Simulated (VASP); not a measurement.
# AlCr2Si2 (Cmmm) in VASP: single point with r2SCAN

Aim: the single point of AlCr2Si2 with r2SCAN.

Everything below comes from runs of VASP 6.6.1. Logs are shortened: lines on timing, memory, paths and dates and some standing lists are left out, and cuts for length are marked.

## 1. The cell of the first run

It takes space group Cmmm (No. 65, orthorhombic). The conventional cell has a = 3.280 Å, b = 12.339 Å, c = 3.313 Å, α = 90.00°, β = 90.00°, γ = 90.00°. Cr (site symmetry m2m) has 6 Si at 2.44 to 2.46 Å and 4 Al at 2.95 Å and 6 Cr at 3.03 to 3.31 Å within 3.4 Å. Within 3.4 Å of Al (site symmetry mmm) lie 2 Si at 2.54 Å and 8 Cr at 2.95 Å and 4 Al at 3.28 to 3.31 Å. Si (site symmetry m2m) has 2 Si at 1.97 Å and 6 Cr at 2.44 to 2.46 Å and 1 Al at 2.54 Å within 2.6 Å.

## 2. Single point, r2SCAN

The input, POSCAR:

```
AlCr2Si2
1.0
    3.2796460000      0.0000000000      0.0000000000
    1.6398230000     -6.1696710000      0.0000000000
    0.0000000000      0.0000000000     -3.3133660000
Cr Al Si
2 1 2
Direct
    0.1468600000      0.7062800000      0.0000000000
    0.8531400000      0.2937200000      0.0000000000
    0.5000000000      0.0000000000      0.5000000000
    0.2940100000      0.4119800000      0.5000000000
    0.7059900000      0.5880200000      0.5000000000
```

The input, INCAR.step1:

```
SYSTEM = AlCr2Si2
ALGO = Normal
EDIFF = 1E-4
ENCUT = 520
GGA = PE
ISMEAR = -1
LASPH = .True.
LCHARG = .False.
LREAL = .False.
LWAVE = .True.
NBANDS = 26
NELM = 60
PREC = Accurate
SIGMA = 0.1
```

The input, INCAR.step2:

```
SYSTEM = AlCr2Si2
ALGO = Normal
EDIFF = 1E-7
ENCUT = 520
ISIF = 2
ISMEAR = -1
ISTART = 1
LASPH = .True.
LCHARG = .False.
LMIXTAU = .True.
LREAL = .False.
LWAVE = .False.
METAGGA = R2SCAN
NBANDS = 26
NELM = 60
PREC = Accurate
SIGMA = 0.1
```

The input, KPOINTS:

```
k-points
0
Gamma
  9 9 8
  0 0 0
```

Potentials or basis: VASP PAW PBE potentials, release 64 (Cr_pv, Al, Si).

Command:

```sh
$ cat potpaw_PBE.64/Cr_pv/POTCAR potpaw_PBE.64/Al/POTCAR potpaw_PBE.64/Si/POTCAR > POTCAR
$ cp INCAR.step1 INCAR
$ mpirun -np 1 vasp_std > vasp.out
$ cp INCAR.step2 INCAR
$ mpirun -np 1 vasp_std > vasp.out
```

OUTCAR:

```text
SYSTEM = AlCr2Si2
   EDIFF = 1E-7
   ENCUT = 520
   ISIF = 2
   ISMEAR = -1
   ISTART = 1
   LASPH = .True.
   LREAL = .False.
   METAGGA = R2SCAN
   NELM = 60
   PREC = Accurate

 ion  position               nearest neighbor table
   1  0.147  0.706  0.000-   5 2.44   5 2.44   5 2.44   5 2.44   4 2.46   4 2.46   3 2.95   3 2.95
                             3 2.95   3 2.95   2 3.03   2 3.03
   2  0.853  0.294  0.000-   4 2.44   4 2.44   4 2.44   4 2.44   5 2.46   5 2.46   3 2.95   3 2.95
                             3 2.95   3 2.95   1 3.03   1 3.03
   3  0.500  0.000  0.500-   4 2.54   5 2.54   1 2.95   1 2.95   2 2.95   2 2.95   1 2.95   2 2.95
                             1 2.95   2 2.95
   4  0.294  0.412  0.500-   5 1.97   5 1.97   2 2.44   2 2.44   2 2.44   2 2.44   1 2.46   1 2.46
                             3 2.54
   5  0.706  0.588  0.500-   4 1.97   4 1.97   1 2.44   1 2.44   1 2.44   1 2.44   2 2.46   2 2.46
                             3 2.54

  LATTYP: Found a base centered orthorhombic cell.
 ALAT       =     3.2796460000
 B/A-ratio  =     3.7624005762
 C/A-ratio  =     1.0102815975

  Lattice vectors:

 A1 = (   1.6398230000,   6.1696710000,   0.0000000000)
 A2 = (   1.6398230000,  -6.1696710000,   0.0000000000)
 A3 = (   0.0000000000,   0.0000000000,  -3.3133660000)

Analysis of symmetry for initial positions (statically):
=====================================================================
 Subroutine PRICEL returns:
 Original cell was already a primitive cell.

 Routine SETGRP: Setting up the symmetry group for a
 base centered orthorhombic supercell.

 Subroutine GETGRP returns: Found  8 space group operations
 (whereof  8 operations were pure point group operations)
 out of a pool of  8 trial point group operations.

The static configuration has the point symmetry D_2h.

Analysis of symmetry for dynamics (positions and initial velocities):
=====================================================================
 Subroutine PRICEL returns:
 Original cell was already a primitive cell.

 Routine SETGRP: Setting up the symmetry group for a
 base centered orthorhombic supercell.

 Subroutine GETGRP returns: Found  8 space group operations
 (whereof  8 operations were pure point group operations)
 out of a pool of  8 trial point group operations.

The dynamic configuration has the point symmetry D_2h.

 Subroutine INISYM returns: Found  8 space group operations
 (whereof  8 operations are pure point group operations),
 and found     1 'primitive' translations

----------------------------------------------------------------------------------------

                                     Primitive cell

  volume of cell :      67.0438

  direct lattice vectors                    reciprocal lattice vectors
     3.279646000  0.000000000  0.000000000     0.304910957  0.081041598  0.000000000
     1.639823000 -6.169671000  0.000000000     0.000000000 -0.162083197  0.000000000
     0.000000000  0.000000000 -3.313366000     0.000000000  0.000000000 -0.301807890

  length of vectors
     3.279646000  6.383874977  3.313366000     0.315497119  0.162083197  0.301807890

  position of ions in fractional coordinates (direct lattice)
     0.146860000  0.706280000  0.000000000
     0.853140000  0.293720000  0.000000000
     0.500000000  0.000000000  0.500000000
     0.294010000  0.411980000  0.500000000
     0.705990000  0.588020000  0.500000000

  ion indices of the primitive-cell ions
   primitive index   ion index
                 1           1
                 2           2
                 3           3
                 4           4
                 5           5

----------------------------------------------------------------------------------------

 KPOINTS: k-points

Automatic generation of k-mesh.
 Grid dimensions read from file:
 generate k-points for:    9    9    8

 Generating k-lattice:

  Cartesian coordinates                     Fractional coordinates (reciprocal lattice)
     0.033878995  0.009004622  0.000000000     0.111111111  0.000000000  0.000000000
     0.000000000 -0.018009244  0.000000000     0.000000000  0.111111111  0.000000000
     0.000000000  0.000000000 -0.037725986     0.000000000  0.000000000  0.125000000

  Length of vectors
     0.035055235  0.018009244  0.037725986

  Shift w.r.t. Gamma in fractional coordinates (k-lattice)
     0.000000000  0.000000000  0.000000000

 Subroutine IBZKPT returns following result:
 ===========================================

 Found    125 irreducible k-points:

 Following reciprocal coordinates:
            Coordinates               Weight
  0.000000  0.000000  0.000000      1.000000
  0.111111 -0.000000  0.000000      4.000000
  0.222222 -0.000000  0.000000      4.000000
  0.333333 -0.000000  0.000000      4.000000
  0.444444 -0.000000  0.000000      4.000000
  0.000000  0.111111  0.000000      2.000000
[... 16 lines left out ...]
 -0.111111  0.333333  0.000000      4.000000
  0.000000  0.444444  0.000000      2.000000
 [... further k-points ...]
   k-points           NKPTS =    125   k-points in BZ     NKDIM =    125   number of bands    NBANDS=     26
   number of dos      NEDOS =    301   number of ions     NIONS =      5
   total plane-waves  NPLWV =  32256
   dimension x,y,z NGX =    24 NGY =   48 NGZ =   28
   dimension x,y,z NGXF=    48 NGYF=   96 NGZF=   56
   ions per type =               2   1   2
   NGX,Y,Z   is equivalent  to a cutoff of  12.17, 12.50, 14.05 a.u.
   NGXF,Y,Z  is equivalent  to a cutoff of  24.33, 25.00, 28.10 a.u.
 SYSTEM =  AlCr2Si2
   PREC   = accura    normal or accurate (medium, high low for compatibility)
   ISTART =      1    job   : 0-new  1-cont  2-samecut
   ICHARG =      0    charge: 1-file 2-atom 10-const
   ISPIN  =      1    spin polarized calculation?
   LNONCOLLINEAR =      F non collinear calculations
   LSORBIT =      F    spin-orbit coupling
   LASPH  =      T    aspherical Exc in radial PAW
   ENCUT  =  520.0 eV  38.22 Ry    6.18 a.u.   6.10 11.87  6.16*2*pi/ulx,y,z
   NELM   =     60;   NELMIN=  2; NELMDL=  0     # of ELM steps
   EDIFF  = 0.1E-06   stopping-criterion for ELM
   LREAL  =      F    real-space projection
   EDIFFG = 0.1E-05   stopping-criterion for IOM
   NSW    =      0    number of steps for IOM
   IBRION =     -1    ionic relax: 0-MD 1-quasi-New 2-CG
   NFREE  =      0    steps in history (QN), initial steepest desc. (CG)
   ISIF   =      2    stress and relaxation
   ISYM   =      2    0-nonsym 1-usesym 2-fastsym
   POTIM  = 0.5000    time-step for ionic-motion
   TEBEG  =    0.0;   TEEND  =   0.0 temperature during run
   PSTRESS=    0.0 pullay stress
   NELECT =      35.0000    total number of electrons
   NUPDOWN=      -1.0000    fix difference up-down
   EMIN   =  10.00;   EMAX   =-10.00  energy-range for DOS
   EFERMI =   0.00;   METHOD = LEGACY
   ISMEAR =    -1;   SIGMA  =   0.10  broadening in eV -4-tet -1-fermi 0-gaus
   EFERMI_NEDOS =   21; number of points for ismear=-14 and -15
   IALGO  =     38    algorithm
   IMIX   =      4    mixing-type and parameters
     AMIX     =   0.40;   BMIX     =  1.00
     AMIX_MAG =   1.60;   BMIX_MAG =  1.00
  volume/ion in A,a.u.               =      13.41        90.49
  Fermi-wavevector in a.u.,A,eV,Ry     =   1.318190  2.491018 23.641826  1.737625
  Thomas-Fermi vector in A             =   2.448178
   LORBIT       =      0    0 simple, 1 ext, 2 COOP (PROOUT), +10 PAW based schemes
   METAGGA = R2SCAN    functional components
   LHFCALC =     F    Hartree Fock is set to
   AEXX    =    0.0000 exact exchange contribution
   IVDW    =     0    specifies the selected vdW correction
   LEPSILON=     F    determine dielectric tensor
   LRPA    =     F    only Hartree local field effects (RPA)
 non-spin polarized calculation
  energy-cutoff  :      520.00
  volume of cell :       67.04
 maximum number of plane-waves:      1828
   NGX = 13   NGY = 23   NGZ = 13

 number of electron      35.0000002 magnetization

 Free energy of the ion-electron system (eV)
  ---------------------------------------------------
  ext. energy  EPLUGINS =         0.00000000
  ---------------------------------------------------
  free energy    TOTEN  =       -51.29614294 eV

  energy without entropy =      -51.15912638  energy(sigma->0) =      -51.22763466

 E-fermi :  10.3912     XC(G=0): -12.6324

 val. band max:       10.3858074205   @ k =   0.0000   0.1111   0.1250
 cond. band min:      10.4013766167   @ k =   0.1111  -0.0000   0.3750
 fundamental gap:      0.0155691962
 Fermi energy:        10.3911792235

 k-point     1 :       0.0000    0.0000    0.0000
  band No.  band energies     occupation
      1     -34.5834      2.00000
      2     -34.5703      2.00000
      3     -34.5414      2.00000
      4     -34.5176      2.00000
      5     -34.5002      2.00000
      6     -34.4186      2.00000
[... 18 lines left out ...]
     25      14.1632      0.00000
     26      14.4386      0.00000

 k-point     2 :       0.1111   -0.0000    0.0000
  band No.  band energies     occupation
      1     -34.5825      2.00000
      2     -34.5702      2.00000
      3     -34.5467      2.00000
      4     -34.5272      2.00000
      5     -34.4938      2.00000
      6     -34.4199      2.00000
[... 18 lines left out ...]
     25      14.1688      0.00000
     26      14.3333      0.00000

 k-point     3 :       0.2222   -0.0000    0.0000
  band No.  band energies     occupation
      1     -34.5801      2.00000
      2     -34.5701      2.00000
      3     -34.5597      2.00000
      4     -34.5457      2.00000
      5     -34.4825      2.00000
      6     -34.4241      2.00000
[... 572 lines left out ...]
 k-point    23 :      -0.1111    0.3333    0.0000
  band No.  band energies     occupation
      1     -34.5822      2.00000
      2     -34.5706      2.00000
      3     -34.5471      2.00000
      4     -34.5265      2.00000
      5     -34.4892      2.00000
      6     -34.4249      2.00000
[... 18 lines left out ...]
     25      14.1063      0.00000
     26      14.4111      0.00000

 k-point    24 :       0.0000    0.4444    0.0000
  band No.  band energies     occupation
      1     -34.5830      2.00000
      2     -34.5707      2.00000
      3     -34.5418      2.00000
      4     -34.5172      2.00000
      5     -34.4946      2.00000
      6     -34.4244      2.00000
[... 18 lines left out ...]
     25      14.1079      0.00000
     26      14.3959      0.00000

 [... further k-points ...]

------------------------ aborting loop because EDIFF is reached ----------------------------------------

  FORCE on cell =-STRESS in cart. coord.  units (eV):
  Direction    XX          YY          ZZ          XY          YZ          ZX
  --------------------------------------------------------------------------------------
  -------------------------------------------------------------------------------------
  Total       13.9931243      3.1261703     -7.7003312     -0.0000000      0.0000000      0.0000000
  in kB      334.4004770     74.7076081   -184.0185492     -0.0000000      0.0000000      0.0000000
  external PRESSURE =      75.0298453 kB  Pullay stress =       0.0000000 kB

 VOLUME and BASIS-vectors are now :
 -----------------------------------------------------------------------------
  energy-cutoff  :      520.00
  volume of cell :       67.04
      direct lattice vectors                 reciprocal lattice vectors
     3.279646000  0.000000000  0.000000000     0.304910957  0.081041598  0.000000000
     1.639823000 -6.169671000  0.000000000     0.000000000 -0.162083197  0.000000000
     0.000000000  0.000000000 -3.313366000     0.000000000  0.000000000 -0.301807890

 POSITION                                       TOTAL-FORCE (eV/Angst)
 -----------------------------------------------------------------------------------
      1.63982     -4.35752      0.00000         0.000000     -0.185772      0.000000
      3.27965     -1.81216      0.00000         0.000000      0.185772     -0.000000
      1.63982      0.00000     -1.65668         0.000000      0.000000      0.000000
      1.63982     -2.54178     -1.65668         0.000000      7.491121      0.000000
      3.27965     -3.62789     -1.65668        -0.000000     -7.491121     -0.000000
 -----------------------------------------------------------------------------------
    total drift:                                0.000000      0.000000      0.000000

  FREE ENERGIE OF THE ION-ELECTRON SYSTEM (eV)
  ---------------------------------------------------
  free  energy   TOTEN  =       -51.2961429410 eV

  energy  without entropy=      -51.1591263769  energy(sigma->0) =      -51.22763466
```

Wall time 6.7 min (1 thread of Intel Xeon Platinum 8488C (Sapphire Rapids), shared host); peak memory 0.32 GiB.

Results:

```
Free energy            : -51.2961 eV
Pressure               : 7.5 GPa
Largest force          : 7.491 eV/Å
Band gap on the k mesh : zero (an odd number of electrons rules out a gap without spin polarisation)
```

Forces on the atoms (eV/Å):
```
Cr   0.000 -0.186  0.000
Cr   0.000  0.186  0.000
Al   0.000  0.000  0.000
Si   0.000  7.491  0.000
Si   0.000 -7.491  0.000
```

Levels at points of the mesh, in eV from the Fermi level:
| k point | band 13 | band 14 | band 15 | band 16 | band 17 | band 18 | band 19 | band 20 | band 21 | band 22 |
| --- | --- | --- | --- | --- | --- | --- | --- | --- | --- | --- |
| (0.00, 0.00, 0.00) | -3.17 | -2.40 | -1.19 | -0.64 | -0.42 | -0.07 | 0.02 | 0.47 | 0.77 | 2.99 |
| (0.00, 0.00, 0.50) | -3.48 | -2.26 | -2.13 | -1.38 | -1.34 | 0.16 | 0.28 | 0.44 | 1.39 | 1.65 |

Caveat: the cell stands under pressure; the PAW data sets were made with another functional, which shifts forces and pressure a little; the run has no spin polarisation, though such a crystal can be magnetic. Spin polarisation is off, so any magnetic state and its effect on volume and gap are missing.
